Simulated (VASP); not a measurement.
A run of VASP 6.6.1:

Contents of INCAR:

```
SYSTEM = Bi2Te3
PREC = Accurate
ENCUT = 520
EDIFF = 1E-6
ISMEAR = 0
SIGMA = 0.03
LREAL = .FALSE.
LASPH = .TRUE.
NELM = 60
ALGO = Normal
ISIF = 2
LWAVE = .FALSE.
LCHARG = .TRUE.
GGA = PS
LELF = .TRUE.
LVHAR = .TRUE.
NBANDS = 32
```

File KPOINTS:

```
regular mesh
0
G
  12 12 12
  0 0 0
```

POSCAR

```
Bi2Te3
1.0
    2.0151858549      1.1634680958      9.7034550016
   -2.0151858549      1.1634680958      9.7034550016
    0.0000000000     -2.3269361916      9.7034550016
Bi Te
2 3
Direct
    0.3998250490      0.3998250490      0.3998250490
    0.6001749510      0.6001749510      0.6001749510
    0.0000000000      0.0000000000      0.0000000000
    0.2100063517      0.2100063517      0.2100063517
    0.7899936483      0.7899936483      0.7899936483
```

Potentials or basis: VASP PAW PBE potentials, release 64 (Bi_d, Te).

The run is started by

```console
$ cat potpaw_PBE.64/Bi_d/POTCAR potpaw_PBE.64/Te/POTCAR > POTCAR
$ mpirun -np 1 vasp_std > vasp.out
```

Hardware: 1 thread of Intel(R) Xeon(R) 6975P-C (Granite Rapids) (shared host).

Task: Estimate the wall time of this run.

Result: It took 44 min on 1 thread of Intel(R) Xeon(R) 6975P-C (Granite Rapids), on a shared host, peak memory 1.4 GiB. Counts: scf iterations 15, k points 189.
